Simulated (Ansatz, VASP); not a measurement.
SrO in VASP and in Ansatz

File POSCAR:

```
SrO
1.0
    0.0000000000      2.5698000000      2.5698000000
    2.5698000000      0.0000000000      2.5698000000
    2.5698000000      2.5698000000      0.0000000000
Sr O
1 1
Direct
   -0.0851233559     -0.0851233559      0.0851233559
    0.5000000000      0.5000000000      0.5000000000
```

File INCAR.step1:

```
SYSTEM = SrO
ALGO = Normal ; EDIFF = 1E-4
ENCUT = 520 ; GGA = PE
ISMEAR = 0 ; LASPH = .TRUE.
LCHARG = .FALSE. ; LREAL = .FALSE.
LWAVE = .TRUE. ; NBANDS = 15
NELM = 80 ; PREC = Accurate
SIGMA = 0.05
```

INCAR.step2

```
SYSTEM = SrO
ALGO = Normal ; EDIFF = 1E-7
ENCUT = 520 ; ISIF = 2
ISMEAR = 0 ; ISTART = 1
LASPH = .TRUE. ; LCHARG = .FALSE.
LMIXTAU = .TRUE. ; LREAL = .FALSE.
LWAVE = .FALSE. ; METAGGA = R2SCAN
NBANDS = 15 ; NELM = 80
PREC = Accurate ; SIGMA = 0.05
```

The input KPOINTS:

```
k-points
0
G
  8 8 8
  0 0 0
```

Input for Ansatz:

```yaml
crystal:
  lattice:
    - [0.0, 2.5698, 2.5698]
    - [2.5698, 0.0, 2.5698]
    - [2.5698, 2.5698, 0.0]
  atoms:
    - { symbol: Sr, position: [-0.0851233559, -0.0851233559, 0.0851233559] }
    - { symbol: O, position: [0.5, 0.5, 0.5] }
basis:
  ecutwfc: 500
kpoints:
  mp_grid: { grid: [8, 8, 8] }
hamiltonian:
  xc: r2scan
scf:
  occupations: { method: gaussian, width: 0.05 }
output:
  forces: true
  stress: true
  eigenvalues: true
```

Change from the starting cell: all Sr atoms moved +0.438 Å, as atom 1 towards its neighbour atom 2 (O) at 2.570 Å.

Alike in both runs: task single point; functional r2SCAN; k mesh 8 × 8 × 8; occupations gaussian, width 0.05 eV; no spin polarisation.

```csv
,VASP,Ansatz
version,VASP 6.6.1,Ansatz 0.2.0
potentials or method,"VASP PAW PBE potentials, release 64 (Sr_sv, O), cutoff 520 eV","scalar-relativistic, plane waves, PAW"
valence electrons in the cell,16,16
```

Ansatz gave:

| Property | Result |
| --- | --- |
| gap on the k mesh at the Fermi level (eV) | 3.81 |
| least direct gap on the mesh (eV) | 3.88 |
| pressure (GPa) | 8.0 |
| traceless stress, the component that is largest in VASP (GPa) | 15.98 |
| rms of the force components (eV/Å) | 1.445 |

Problem. Estimate VASP's values.

Solution. gap on the k mesh at the Fermi level (eV): 3.77; least direct gap on the mesh (eV): 3.85; pressure (GPa): 8.9; traceless stress, the component that is largest in VASP (GPa): 16.98; rms of the force components (eV/Å): 1.537.

VASP's potentials were made for PBE, not for r2SCAN. Atom by atom the forces differ by 0.091 eV/Å (rms over components). The functional is the same, so the differences come from potentials, cutoffs and numerics.
